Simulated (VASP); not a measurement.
Here is a VASP 6.6.1 calculation.

The input INCAR:

```
SYSTEM = SnSe2
ALGO = Normal
EDIFF = 1E-6
ENCUT = 520
GGA = PS
ISIF = 2
ISMEAR = 0
LASPH = .TRUE.
LCHARG = .FALSE.
LREAL = .FALSE.
LWAVE = .FALSE.
NBANDS = 20
NELM = 100
PREC = Accurate
SIGMA = 0.05
```

File KPOINTS:

```
k-points
0
G
  6 6 4
  0 0 0
```

Contents of POSCAR:

```
SnSe2
1.0
    3.8109987816      0.0000000000      0.0000000000
   -1.9054993908      3.3004217586      0.0000000000
    0.0000000000      0.0000000000      6.1370000000
Sn Se
1 2
Direct
    0.0000000000      0.0000000000      0.0000000000
    0.3333333333      0.6666666667      0.2255580903
    0.6666666667      0.3333333333      0.7500000000
```

Potentials or basis: VASP PAW PBE potentials, release 64 (Sn_d, Se).

Command:

```sh
$ cat potpaw_PBE.64/Sn_d/POTCAR potpaw_PBE.64/Se/POTCAR > POTCAR
$ mpirun -np 1 vasp_std > vasp.out
```

Problem. Estimate the band gap on the k mesh.

Solution. 0.72 eV, indirect (least direct gap 0.93 eV).

Problem. What does it give for the pressure?

Solution. 5.8 GPa.

Problem. Estimate the largest force.

Solution. 2.000 eV/Å.

Stress tensor (GPa, compression positive):
```
4.78 0.00 0.00
0.00 4.78 0.00
0.00 0.00 7.78
```

Caveat: the cell differs from its parent crystal (atom 2 (Se) moved by (+0.000, -0.150) A along [1 1 0] and z); the PAW data sets were made with another functional, which shifts forces and pressure a little; spin-orbit coupling is left out, which moves the levels of the heavy elements; this functional lacks dispersion, which binds the layers, so the pressure and a relaxed spacing across them are unreliable. A k mesh can miss the band edges.
